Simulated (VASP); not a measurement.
# YN (e600) (I4/mmm) in VASP: notebook, part 2 of 2

VASP 6.6.1.

**5. Single point, PBEsol (strained cell)**

The input, INCAR:

```
PREC = Accurate
ENCUT = 600
EDIFF = 1E-6
ISMEAR = 0
SIGMA = 0.01
LREAL = F
LASPH = T
NELM = 120
ALGO = Normal
ISIF = 2
LWAVE = F
LCHARG = T
GGA = PS
LELF = T
LVHAR = T
NBANDS = 15
GGA_COMPAT = F
```

The input, KPOINTS:

```
regular mesh
0
Gamma
  10 10 10
```

The input, POSCAR:

```
YN
1.0
    0.0000000000      2.4260200394      2.4647604999
    2.4260200394      0.0000000000      2.4647604999
    2.4260200394      2.4260200394      0.0000000000
Y N
1 1
Direct
    0.0000000000      0.0000000000      0.0000000000
    0.5000000000      0.5000000000      0.5000000000
```

Potentials or basis: VASP PAW PBE potentials, release 64 (Y_sv, N).

Command:

```sh
> cat potpaw_PBE.64/Y_sv/POTCAR potpaw_PBE.64/N/POTCAR > POTCAR
> mpirun -np 1 vasp_std > vasp.out
```

OUTCAR:

```text
PREC = Accurate
   ENCUT = 600
   EDIFF = 1E-6
   ISMEAR = 0
   LREAL = F
   LASPH = T
   NELM = 120
   ISIF = 2
   GGA = PS

 ion  position               nearest neighbor table
   1  0.000  0.000  0.000-   2 2.43   2 2.43   2 2.43   2 2.43   2 2.46   2 2.46
   2  0.500  0.500  0.500-   1 2.43   1 2.43   1 2.43   1 2.43   1 2.46   1 2.46

  LATTYP: Found a body centered tetragonal cell.
 ALAT       =     3.4309104423
 C/A-ratio  =     1.4367967578

  Lattice vectors:

 A1 = (  -2.4260200394,   0.0000000000,   2.4647604999)
 A2 = (   2.4260200394,   0.0000000000,   2.4647604999)
 A3 = (   0.0000000000,   2.4260200394,  -2.4647604999)

Analysis of symmetry for initial positions (statically):
=====================================================================
 Subroutine PRICEL returns:
 Original cell was already a primitive cell.

 Routine SETGRP: Setting up the symmetry group for a
 body centered tetragonal supercell.

 Subroutine GETGRP returns: Found 16 space group operations
 (whereof 16 operations were pure point group operations)
 out of a pool of 16 trial point group operations.

The static configuration has the point symmetry D_4h.

Analysis of symmetry for dynamics (positions and initial velocities):
=====================================================================
 Subroutine PRICEL returns:
 Original cell was already a primitive cell.

 Routine SETGRP: Setting up the symmetry group for a
 body centered tetragonal supercell.

 Subroutine GETGRP returns: Found 16 space group operations
 (whereof 16 operations were pure point group operations)
 out of a pool of 16 trial point group operations.

The dynamic configuration has the point symmetry D_4h.

 Subroutine INISYM returns: Found 16 space group operations
 (whereof 16 operations are pure point group operations),
 and found     1 'primitive' translations

----------------------------------------------------------------------------------------

                                     Primitive cell

  volume of cell :      29.0131

  direct lattice vectors                    reciprocal lattice vectors
     0.000000000  2.426020039  2.464760500    -0.206098875  0.206098875  0.202859466
     2.426020039  0.000000000  2.464760500     0.206098875 -0.206098875  0.202859466
     2.426020039  2.426020039  0.000000000     0.206098875  0.206098875 -0.202859466

  length of vectors
     3.458412577  3.458412577  3.430910442     0.355113299  0.355113299  0.355113299

  position of ions in fractional coordinates (direct lattice)
     0.000000000  0.000000000  0.000000000
     0.500000000  0.500000000  0.500000000

  ion indices of the primitive-cell ions
   primitive index   ion index
                 1           1
                 2           2

----------------------------------------------------------------------------------------

 KPOINTS: regular mesh

Automatic generation of k-mesh.
 Grid dimensions read from file:
 generate k-points for:   10   10   10

 Generating k-lattice:

  Cartesian coordinates                     Fractional coordinates (reciprocal lattice)
    -0.020609887  0.020609887  0.020285947     0.100000000  0.000000000  0.000000000
     0.020609887 -0.020609887  0.020285947     0.000000000  0.100000000  0.000000000
     0.020609887  0.020609887 -0.020285947    -0.000000000 -0.000000000  0.100000000

  Length of vectors
     0.035511330  0.035511330  0.035511330

  Shift w.r.t. Gamma in fractional coordinates (k-lattice)
     0.000000000  0.000000000  0.000000000

 Subroutine IBZKPT returns following result:
 ===========================================

 Found    102 irreducible k-points:

 Following reciprocal coordinates:
            Coordinates               Weight
  0.000000  0.000000  0.000000      1.000000
  0.100000 -0.000000  0.000000      8.000000
  0.200000 -0.000000  0.000000      8.000000
  0.300000  0.000000  0.000000      8.000000
  0.400000  0.000000  0.000000      8.000000
  0.500000 -0.000000  0.000000      4.000000
[... 16 lines left out ...]
  0.300000  0.300000  0.000000      2.000000
  0.400000  0.300000  0.000000      8.000000
 [... further k-points ...]
   k-points           NKPTS =    102   k-points in BZ     NKDIM =    102   number of bands    NBANDS=     15
   number of dos      NEDOS =    301   number of ions     NIONS =      2
   total plane-waves  NPLWV =  21952
   dimension x,y,z NGX =    28 NGY =   28 NGZ =   28
   dimension x,y,z NGXF=    56 NGYF=   56 NGZF=   56
   ions per type =               1   1
   NGX,Y,Z   is equivalent  to a cutoff of  13.46, 13.46, 13.57 a.u.
   NGXF,Y,Z  is equivalent  to a cutoff of  26.92, 26.92, 27.13 a.u.
 SYSTEM =  unknown system
   PREC   = accura    normal or accurate (medium, high low for compatibility)
   ISTART =      0    job   : 0-new  1-cont  2-samecut
   ICHARG =      2    charge: 1-file 2-atom 10-const
   ISPIN  =      1    spin polarized calculation?
   LNONCOLLINEAR =      F non collinear calculations
   LSORBIT =      F    spin-orbit coupling
   LASPH  =      T    aspherical Exc in radial PAW
   ENCUT  =  600.0 eV  44.10 Ry    6.64 a.u.   6.91  6.91  6.85*2*pi/ulx,y,z
   NELM   =    120;   NELMIN=  2; NELMDL= -5     # of ELM steps
   EDIFF  = 0.1E-05   stopping-criterion for ELM
   LREAL  =      F    real-space projection
[... 7 lines left out ...]
   TEBEG  =    0.0;   TEEND  =   0.0 temperature during run
   PSTRESS=    0.0 pullay stress
   NELECT =      16.0000    total number of electrons
   NUPDOWN=      -1.0000    fix difference up-down
   EMIN   =  10.00;   EMAX   =-10.00  energy-range for DOS
   EFERMI =   0.00;   METHOD = LEGACY
   ISMEAR =     0;   SIGMA  =   0.01  broadening in eV -4-tet -1-fermi 0-gaus
   EFERMI_NEDOS =   21; number of points for ismear=-14 and -15
   IALGO  =     38    algorithm
   IMIX   =      4    mixing-type and parameters
     AMIX     =   0.40;   BMIX     =  1.00
     AMIX_MAG =   1.60;   BMIX_MAG =  1.00
  volume/ion in A,a.u.               =      14.51        97.89
  Fermi-wavevector in a.u.,A,eV,Ry     =   1.342508  2.536973 24.522170  1.802329
  Thomas-Fermi vector in A             =   2.470657
   LORBIT       =      0    0 simple, 1 ext, 2 COOP (PROOUT), +10 PAW based schemes
   GGA     = PS    functional components
   LHFCALC =     F    Hartree Fock is set to
   AEXX    =    0.0000 exact exchange contribution
   IVDW    =     0    specifies the selected vdW correction
   LEPSILON=     F    determine dielectric tensor
   LRPA    =     F    only Hartree local field effects (RPA)
 non-spin polarized calculation
 Gauss-broadening in eV      SIGMA  =   0.01
  energy-cutoff  :      600.00
  volume of cell :       29.01
 maximum number of plane-waves:       985
   NGX = 13   NGY = 13   NGZ = 13

 number of electron      16.0000001 magnetization

 Free energy of the ion-electron system (eV)
  ---------------------------------------------------
  ext. energy  EPLUGINS =         0.00000000
  ---------------------------------------------------
  free energy    TOTEN  =       -19.12597001 eV

  energy without entropy =      -19.12597001  energy(sigma->0) =      -19.12597001

 E-fermi :   4.1012     XC(G=0): -11.4788

 val. band max:        4.0723812090   @ k =   0.0000   0.0000   0.0000
 cond. band min:       4.1300289940   @ k =   0.5000   0.0000   0.5000
 fundamental gap:      0.0576477850
 Fermi energy:         4.1012056432

 k-point     1 :       0.0000    0.0000    0.0000
  band No.  band energies     occupation
      1     -36.6143      2.00000
      2     -16.2850      2.00000
      3     -16.2725      2.00000
      4     -16.2725      2.00000
      5      -8.8364      2.00000
      6       4.0019      2.00000
      7       4.0724      1.99995
      8       4.0724      1.99995
      9       7.0575      0.00000
     10       7.2007      0.00000
     11       7.2007      0.00000
     12       8.1253      0.00000
     13       9.1369      0.00000
     14       9.2779      0.00000
     15      14.7691      0.00000
[... 397 lines left out ...]
 k-point    24 :       0.4000    0.3000    0.0000
  band No.  band energies     occupation
      1     -36.4850      2.00000
      2     -17.0615      2.00000
      3     -16.5607      2.00000
      4     -16.5187      2.00000
      5      -8.0707      2.00000
      6       1.6044      2.00000
      7       3.1040      2.00000
      8       3.3915      2.00000
      9       5.1542      0.00000
     10      10.7990      0.00000
     11      10.9344      0.00000
     12      11.2281      0.00000
     13      11.2349      0.00000
     14      14.3167      0.00000
     15      17.5243      0.00000

 [... further k-points ...]

------------------------ aborting loop because EDIFF is reached ----------------------------------------

  FORCE on cell =-STRESS in cart. coord.  units (eV):
  Direction    XX          YY          ZZ          XY          YZ          ZX
  --------------------------------------------------------------------------------------
  -------------------------------------------------------------------------------------
  Total       -0.1859987     -0.1859987     -0.8768335      0.0000000      0.0000000     -0.0000000
  in kB      -10.2713358    -10.2713358    -48.4210507      0.0000000      0.0000000     -0.0000000
  external PRESSURE =     -22.9879074 kB  Pullay stress =       0.0000000 kB

 VOLUME and BASIS-vectors are now :
 -----------------------------------------------------------------------------
  energy-cutoff  :      600.00
  volume of cell :       29.01
      direct lattice vectors                 reciprocal lattice vectors
     0.000000000  2.426020039  2.464760500    -0.206098875  0.206098875  0.202859466
     2.426020039  0.000000000  2.464760500     0.206098875 -0.206098875  0.202859466
     2.426020039  2.426020039  0.000000000     0.206098875  0.206098875 -0.202859466

 POSITION                                       TOTAL-FORCE (eV/Angst)
 -----------------------------------------------------------------------------------
      0.00000      0.00000      0.00000        -0.000000      0.000000      0.000000
      2.42602      2.42602      2.46476         0.000000     -0.000000      0.000000
 -----------------------------------------------------------------------------------
    total drift:                                0.000000      0.000000      0.000000

  FREE ENERGIE OF THE ION-ELECTRON SYSTEM (eV)
  ---------------------------------------------------
  free  energy   TOTEN  =       -19.1259700130 eV

  energy  without entropy=      -19.1259700074  energy(sigma->0) =      -19.12597001
```

OSZICAR:

```text
N       E                     dE             d eps       ncg     rms          rms(c)
DAV:   1     0.581474505383E+02    0.58147E+02   -0.92131E+03  3060   0.120E+03
DAV:   2    -0.190932748314E+02   -0.77241E+02   -0.70225E+02  4107   0.251E+02
DAV:   3    -0.224423891076E+02   -0.33491E+01   -0.33225E+01  3910   0.448E+01
DAV:   4    -0.225100168954E+02   -0.67628E-01   -0.67588E-01  3601   0.602E+00
DAV:   5    -0.225112505825E+02   -0.12337E-02   -0.12337E-02  3839   0.683E-01    0.324E+01
DAV:   6    -0.194041804392E+02    0.31071E+01   -0.77533E+00  3536   0.241E+01    0.335E+01
DAV:   7    -0.191683560770E+02    0.23582E+00   -0.54954E-01  3922   0.652E+00    0.240E+01
DAV:   8    -0.191512603558E+02    0.17096E-01   -0.26382E-01  4450   0.452E+00    0.938E+00
DAV:   9    -0.191257195387E+02    0.25541E-01   -0.36100E-02  4084   0.196E+00    0.161E+00
DAV:  10    -0.191260131846E+02   -0.29365E-03   -0.43728E-03  3375   0.602E-01    0.359E-01
DAV:  11    -0.191259781076E+02    0.35077E-04   -0.24372E-04  3908   0.135E-01    0.283E-01
DAV:  12    -0.191259695035E+02    0.86042E-05   -0.12864E-05  4028   0.342E-02    0.886E-02
DAV:  13    -0.191259700130E+02   -0.50954E-06   -0.15768E-06  2992   0.129E-02
   1 F= -.19125970E+02 E0= -.19125970E+02  d E =-.556247E-08
```

Run time: 76 s. Hardware: 1 thread of AMD EPYC 7R13, shared host; peak memory 0.19 GiB.

What came out:

```
Free energy            : -19.1260 eV
Pressure               : -2.3 GPa
Band gap on the k mesh : 0.06 eV, indirect (least direct gap 0.44 eV)
```

Caveat: the cell differs from its parent crystal (strained cell); the PAW data sets were made with another functional, which shifts forces and pressure a little.

**6. Summary**

```tsv
cell	gap on the mesh (eV)	pressure (GPa)
a = 3.454, b = 3.454, c = 3.421 Å, angles 60.3, 60.3, 59.4°, 2 atoms	0.04	-1.3
a = 3.455, b = 3.455, c = 3.425 Å, angles 60.3, 60.3, 59.4°, 2 atoms	0.05	-1.7
a = 3.458, b = 3.458, c = 3.431 Å, angles 60.3, 60.3, 59.5°, 2 atoms	0.06	-2.3
```

Alike in all rows: task single point; level PBEsol; potentials or basis VASP PAW PBE potentials, release 64 (Y_sv, N); no spin polarisation; k mesh 10 × 10 × 10; cutoff (eV) 600; smearing gaussian 0.01 eV.

Caveats: the PAW data sets were made with another functional, which shifts forces and pressure a little.

Total energies depend on the potentials used, so only differences within one code and one set of settings carry meaning.
